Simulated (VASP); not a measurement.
# TiN (Fm-3m) in VASP: single point with LDA

Aim: the single point of TiN with LDA.

Program: VASP 6.6.1. These are calculated values, not measurements. Logs are shortened: lines on timing, memory, paths and dates and some standing lists are left out, and cuts for length are marked.

**1. The cell of the first run**

The structure is cubic, space group Fm-3m (No. 225). Conventional cell: a = 4.172 Å, b = 4.172 Å, c = 4.172 Å, α = 90.00°, β = 90.00°, γ = 90.00°. Within 2.8 Å of Ti (site symmetry m-3m) lie 6 N at 2.09 Å. N (site symmetry m-3m) has 6 Ti at 2.09 Å within 2.8 Å.

**2. Single point, LDA**

INCAR reads:

```
SYSTEM = TiN
PREC = Accurate ; ENCUT = 1330
EDIFF = 1E-6 ; ISMEAR = 0
SIGMA = 0.1 ; LREAL = .False.
LASPH = .True. ; NELM = 120
ALGO = Normal ; ISIF = 2
LWAVE = .False. ; LCHARG = .False.
GGA = CA ; NBANDS = 16
GGA_COMPAT = .False.
```

KPOINTS reads:

```
Automatic mesh
0
Gamma
  16 16 16
  0 0 0
```

POSCAR reads:

```
TiN
1.0
    0.0000000000      2.0858163209      2.0858163209
    2.0858163209      0.0000000000      2.0858163209
    2.0858163209      2.0858163209      0.0000000000
Ti N
1 1
Direct
    0.0000000000      0.0000000000      0.0000000000
    0.5000000000      0.5000000000      0.5000000000
```

Potentials or basis: VASP PAW LDA potentials, release 64 (Ti_sv, N_h).

On the command line:

```bash
$ cat potpaw_LDA.64/Ti_sv/POTCAR potpaw_LDA.64/N_h/POTCAR > POTCAR
$ mpirun -np 1 vasp_std > vasp.out
```

OUTCAR:

```text
SYSTEM = TiN
   PREC = Accurate
   ENCUT = 1330
   EDIFF = 1E-6
   ISMEAR = 0
   LREAL = .False.
   LASPH = .True.
   NELM = 120
   ISIF = 2
   GGA = CA

 ion  position               nearest neighbor table
   1  0.000  0.000  0.000-   2 2.09   2 2.09   2 2.09   2 2.09   2 2.09   2 2.09
   2  0.500  0.500  0.500-   1 2.09   1 2.09   1 2.09   1 2.09   1 2.09   1 2.09

  LATTYP: Found a face centered cubic cell.
 ALAT       =     4.1716326418

  Lattice vectors:

 A1 = (   0.0000000000,   2.0858163209,   2.0858163209)
 A2 = (   2.0858163209,   0.0000000000,   2.0858163209)
 A3 = (   2.0858163209,   2.0858163209,   0.0000000000)

Analysis of symmetry for initial positions (statically):
=====================================================================
 Subroutine PRICEL returns:
 Original cell was already a primitive cell.

 Routine SETGRP: Setting up the symmetry group for a
 face centered cubic supercell.

 Subroutine GETGRP returns: Found 48 space group operations
 (whereof 48 operations were pure point group operations)
 out of a pool of 48 trial point group operations.

The static configuration has the point symmetry O_h .

Analysis of symmetry for dynamics (positions and initial velocities):
=====================================================================
 Subroutine PRICEL returns:
 Original cell was already a primitive cell.

 Routine SETGRP: Setting up the symmetry group for a
 face centered cubic supercell.

 Subroutine GETGRP returns: Found 48 space group operations
 (whereof 48 operations were pure point group operations)
 out of a pool of 48 trial point group operations.

The dynamic configuration has the point symmetry O_h .

 Subroutine INISYM returns: Found 48 space group operations
 (whereof 48 operations are pure point group operations),
 and found     1 'primitive' translations

----------------------------------------------------------------------------------------

                                     Primitive cell

  volume of cell :      18.1492

  direct lattice vectors                    reciprocal lattice vectors
     0.000000000  2.085816321  2.085816321    -0.239714300  0.239714300  0.239714300
     2.085816321  0.000000000  2.085816321     0.239714300 -0.239714300  0.239714300
     2.085816321  2.085816321  0.000000000     0.239714300  0.239714300 -0.239714300

  length of vectors
     2.949789730  2.949789730  2.949789730     0.415197347  0.415197347  0.415197347

  position of ions in fractional coordinates (direct lattice)
     0.000000000  0.000000000  0.000000000
     0.500000000  0.500000000  0.500000000

  ion indices of the primitive-cell ions
   primitive index   ion index
                 1           1
                 2           2

----------------------------------------------------------------------------------------

 KPOINTS: Automatic mesh

Automatic generation of k-mesh.
 Grid dimensions read from file:
 generate k-points for:   16   16   16

 Generating k-lattice:

  Cartesian coordinates                     Fractional coordinates (reciprocal lattice)
    -0.014982144  0.014982144  0.014982144     0.062500000  0.000000000  0.000000000
     0.014982144 -0.014982144  0.014982144     0.000000000  0.062500000  0.000000000
     0.014982144  0.014982144 -0.014982144     0.000000000  0.000000000  0.062500000

  Length of vectors
     0.025949834  0.025949834  0.025949834

  Shift w.r.t. Gamma in fractional coordinates (k-lattice)
     0.000000000  0.000000000  0.000000000

 Subroutine IBZKPT returns following result:
 ===========================================

 Found    145 irreducible k-points:

 Following reciprocal coordinates:
            Coordinates               Weight
  0.000000  0.000000  0.000000      1.000000
  0.062500  0.000000  0.000000      8.000000
  0.125000  0.000000  0.000000      8.000000
  0.187500  0.000000  0.000000      8.000000
  0.250000  0.000000  0.000000      8.000000
  0.312500  0.000000  0.000000      8.000000
[... 16 lines left out ...]
 -0.125000  0.062500  0.000000     24.000000
 -0.062500  0.062500  0.000000     12.000000
 [... further k-points ...]
   k-points           NKPTS =    145   k-points in BZ     NKDIM =    145   number of bands    NBANDS=     16
   number of dos      NEDOS =    301   number of ions     NIONS =      2
   total plane-waves  NPLWV =  46656
   dimension x,y,z NGX =    36 NGY =   36 NGZ =   36
   dimension x,y,z NGXF=    72 NGYF=   72 NGZF=   72
   ions per type =               1   1
   NGX,Y,Z   is equivalent  to a cutoff of  20.29, 20.29, 20.29 a.u.
   NGXF,Y,Z  is equivalent  to a cutoff of  40.58, 40.58, 40.58 a.u.
 SYSTEM =  TiN
   PREC   = accura    normal or accurate (medium, high low for compatibility)
   ISTART =      0    job   : 0-new  1-cont  2-samecut
   ICHARG =      2    charge: 1-file 2-atom 10-const
   ISPIN  =      1    spin polarized calculation?
   LNONCOLLINEAR =      F non collinear calculations
   LSORBIT =      F    spin-orbit coupling
   LASPH  =      T    aspherical Exc in radial PAW
   ENCUT  = 1330.0 eV  97.75 Ry    9.89 a.u.   8.77  8.77  8.77*2*pi/ulx,y,z
   NELM   =    120;   NELMIN=  2; NELMDL= -5     # of ELM steps
   EDIFF  = 0.1E-05   stopping-criterion for ELM
   LREAL  =      F    real-space projection
   EDIFFG = 0.1E-04   stopping-criterion for IOM
   NSW    =      0    number of steps for IOM
   IBRION =     -1    ionic relax: 0-MD 1-quasi-New 2-CG
   NFREE  =      0    steps in history (QN), initial steepest desc. (CG)
   ISIF   =      2    stress and relaxation
   ISYM   =      2    0-nonsym 1-usesym 2-fastsym
   POTIM  = 0.5000    time-step for ionic-motion
   TEBEG  =    0.0;   TEEND  =   0.0 temperature during run
   PSTRESS=    0.0 pullay stress
   NELECT =      17.0000    total number of electrons
   NUPDOWN=      -1.0000    fix difference up-down
   EMIN   =  10.00;   EMAX   =-10.00  energy-range for DOS
   EFERMI =   0.00;   METHOD = LEGACY
   ISMEAR =     0;   SIGMA  =   0.10  broadening in eV -4-tet -1-fermi 0-gaus
   EFERMI_NEDOS =   21; number of points for ismear=-14 and -15
   IALGO  =     38    algorithm
   IMIX   =      4    mixing-type and parameters
     AMIX     =   0.40;   BMIX     =  1.00
     AMIX_MAG =   1.60;   BMIX_MAG =  1.00
  volume/ion in A,a.u.               =       9.07        61.24
  Fermi-wavevector in a.u.,A,eV,Ry     =   1.601788  3.026941 34.908812  2.565725
  Thomas-Fermi vector in A             =   2.698711
   LORBIT       =      0    0 simple, 1 ext, 2 COOP (PROOUT), +10 PAW based schemes
   GGA     = CA    functional components
   LHFCALC =     F    Hartree Fock is set to
   AEXX    =    0.0000 exact exchange contribution
   IVDW    =     0    specifies the selected vdW correction
   LEPSILON=     F    determine dielectric tensor
   LRPA    =     F    only Hartree local field effects (RPA)
 non-spin polarized calculation
 Gauss-broadening in eV      SIGMA  =   0.10
  energy-cutoff  :     1330.00
  volume of cell :       18.15
 maximum number of plane-waves:      2017
   NGX = 17   NGY = 17   NGZ = 17

 number of electron      17.0000000 magnetization

 Free energy of the ion-electron system (eV)
  ---------------------------------------------------
  ext. energy  EPLUGINS =         0.00000000
  ---------------------------------------------------
  free energy    TOTEN  =       -21.67814011 eV

  energy without entropy =      -21.67316957  energy(sigma->0) =      -21.67565484

 E-fermi :  12.2559     XC(G=0): -13.6659

 val. band max:       12.2537223326   @ k =  -0.1875   0.0625   0.0000
 cond. band min:      12.2587124560   @ k =   0.4375   0.1875   0.0625
 fundamental gap:      0.0049901233
 Fermi energy:        12.2558962953

 k-point     1 :       0.0000    0.0000    0.0000
  band No.  band energies     occupation
      1     -44.8179      2.00000
      2     -21.1329      2.00000
      3     -21.1329      2.00000
      4     -21.1329      2.00000
      5      -4.8764      2.00000
      6      10.1957      2.00000
[... 8 lines left out ...]
     15      25.5892      0.00000
     16      32.7388      0.00000

 k-point     2 :       0.0625    0.0000    0.0000
  band No.  band energies     occupation
      1     -44.8130      2.00000
      2     -21.1653      2.00000
      3     -21.1354      2.00000
      4     -21.1354      2.00000
      5      -4.7916      2.00000
      6       9.7198      2.00000
[... 8 lines left out ...]
     15      25.6766      0.00000
     16      32.6076      0.00000

 k-point     3 :       0.1250    0.0000    0.0000
  band No.  band energies     occupation
      1     -44.7992      2.00000
      2     -21.2567      2.00000
      3     -21.1427      2.00000
      4     -21.1427      2.00000
      5      -4.5456      2.00000
      6       8.7618      2.00000
[... 8 lines left out ...]
     15      25.8216      0.00000
     16      32.2286      0.00000

 k-point     4 :       0.1875    0.0000    0.0000
  band No.  band energies     occupation
      1     -44.7785      2.00000
      2     -21.3911      2.00000
      3     -21.1537      2.00000
      4     -21.1537      2.00000
      5      -4.1628      2.00000
      6       7.6647      2.00000
[... 8 lines left out ...]
     15      25.7926      0.00000
     16      31.4578      0.00000
[... 324 lines left out ...]
 k-point    22 :      -0.1875    0.0625    0.0000
  band No.  band energies     occupation
      1     -44.7671      2.00000
      2     -21.4470      2.00000
      3     -21.1884      2.00000
      4     -21.1471      2.00000
      5      -3.9601      2.00000
      6       7.1392      2.00000
[... 8 lines left out ...]
     15      25.7555      0.00000
     16      30.2829      0.00000

 k-point    23 :      -0.1250    0.0625    0.0000
  band No.  band energies     occupation
      1     -44.7891      2.00000
      2     -21.3098      2.00000
      3     -21.1711      2.00000
      4     -21.1380      2.00000
      5      -4.3679      2.00000
      6       8.1491      2.00000
[... 8 lines left out ...]
     15      25.8787      0.00000
     16      31.1760      0.00000

 k-point    24 :      -0.0625    0.0625    0.0000
  band No.  band energies     occupation
      1     -44.8052      2.00000
      2     -21.2101      2.00000
      3     -21.1525      2.00000
      4     -21.1338      2.00000
      5      -4.6546      2.00000
      6       9.0710      2.00000
[... 8 lines left out ...]
     15      25.7899      0.00000
     16      31.9824      0.00000

 [... further k-points ...]

------------------------ aborting loop because EDIFF is reached ----------------------------------------

  FORCE on cell =-STRESS in cart. coord.  units (eV):
  Direction    XX          YY          ZZ          XY          YZ          ZX
  --------------------------------------------------------------------------------------
  -------------------------------------------------------------------------------------
  Total        0.1133525      0.1133525      0.1133525     -0.0000000      0.0000000      0.0000000
  in kB       10.0065272     10.0065272     10.0065272     -0.0000000      0.0000000      0.0000000
  external PRESSURE =      10.0065272 kB  Pullay stress =       0.0000000 kB

 VOLUME and BASIS-vectors are now :
 -----------------------------------------------------------------------------
  energy-cutoff  :     1330.00
  volume of cell :       18.15
      direct lattice vectors                 reciprocal lattice vectors
     0.000000000  2.085816321  2.085816321    -0.239714300  0.239714300  0.239714300
     2.085816321  0.000000000  2.085816321     0.239714300 -0.239714300  0.239714300
     2.085816321  2.085816321  0.000000000     0.239714300  0.239714300 -0.239714300

 POSITION                                       TOTAL-FORCE (eV/Angst)
 -----------------------------------------------------------------------------------
      0.00000      0.00000      0.00000        -0.000000      0.000000     -0.000000
      2.08582      2.08582      2.08582         0.000000     -0.000000      0.000000
 -----------------------------------------------------------------------------------
    total drift:                                0.000000      0.000000      0.000000

  FREE ENERGIE OF THE ION-ELECTRON SYSTEM (eV)
  ---------------------------------------------------
  free  energy   TOTEN  =       -21.6781401074 eV

  energy  without entropy=      -21.6731695748  energy(sigma->0) =      -21.67565484
```

Wall time 79 s (1 thread of Intel Xeon Platinum 8559C (Emerald Rapids), shared host); peak memory 0.31 GiB.

What came out:

- Free energy: -21.6781 eV
- Pressure: 1.0 GPa
- Band gap on the k mesh: zero (an odd number of electrons rules out a gap without spin polarisation)

Caveat: an odd number of electrons without spin polarisation forces a metal; a magnetic or distorted state may lie lower.
